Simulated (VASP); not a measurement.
In5GaP6:

```
In Ga P
1.0
     3.97409    0.00000    0.00000
     0.00000    3.97409    0.00000
     0.00000    0.00000   16.86065
In Ga P
5 1 6
Direct
  0.00000 0.00000 0.66667
  0.50000 0.50000 0.83333
  0.50000 0.50000 0.16667
  0.00000 0.00000 0.33333
  0.50000 0.50000 0.50000
  0.00000 0.00000 0.00000
  0.00000 0.00000 0.83333
  0.50000 0.50000 0.00000
  0.00000 0.00000 0.16667
  0.50000 0.50000 0.33333
  0.00000 0.00000 0.50000
  0.50000 0.50000 0.66667
```

```yaml
Program: VASP 6.6.1
Task: relaxation of cell and atoms
Functional: PBE
Potentials_or_basis: VASP PAW PBE potentials, release 64 (In_d, Ga_d, P)
Cutoff: 600 eV
k_mesh: 4 × 4 × 1
Occupations: gaussian, width 0.1 eV
Spin: no spin polarisation
```

At the start: pressure -4.2 GPa; volume 22.19 Å³/atom.

Problem. How do energy, volume and symmetry change on relaxing?

Solution. Over 15 steps the energy falls by 41.8 meV/atom and the volume is 20.66 Å³/atom (-6.9 %); space group P4/mmm (No. 123, to 0.1 Å) before and after.

Step by step:
```tsv
step	energy change (eV)	largest force (eV/Å)	pressure (GPa)	volume (Å³)
1	0.0000	0.2726	-4.21	266.29
2	-0.3319	0.4947	1.15	244.43
3	-0.3373	0.4742	0.46	246.52
4	-0.3764	0.4507	0.41	246.79
5	-0.3909	0.4197	0.42	247.05
6	-0.4242	0.3376	-0.20	249.00
7	-0.4493	0.1975	-1.36	252.68
8	-0.4738	0.1385	-0.94	251.19
9	-0.4948	0.1731	0.17	247.62
10	-0.4956	0.1647	-0.02	248.22
11	-0.4956	0.1659	0.03	248.14
12	-0.4979	0.1360	-0.02	248.13
13	-0.5001	0.0561	-0.06	248.13
14	-0.5002	0.0662	-0.05	248.13
15	-0.5012	0.0367	0.03	247.90
```

Final structure:
```
In Ga P
1.0
     3.91540    0.00000    0.00000
     0.00000    3.91540    0.00000
     0.00000    0.00000   16.17036
In Ga P
5 1 6
Cartesian
  0.0000 0.0000 10.8242
  1.9577 1.9577 13.5472
  1.9577 1.9577 2.6231
  0.0000 3.9154 5.3462
  1.9577 1.9577 8.0852
  3.9154 3.9154 0.0000
  0.0000 0.0000 13.7160
  1.9577 1.9577 0.0000
  0.0000 3.9154 2.4543
  1.9577 1.9577 5.3178
  3.9154 3.9154 8.0852
  1.9577 1.9577 10.8526
```

Caveat: the k points lie up to 0.40 Å⁻¹ apart in the final cell, too coarse for converged energies and pressures of a metal; spin-orbit coupling is left out, which moves the levels of the heavy elements.
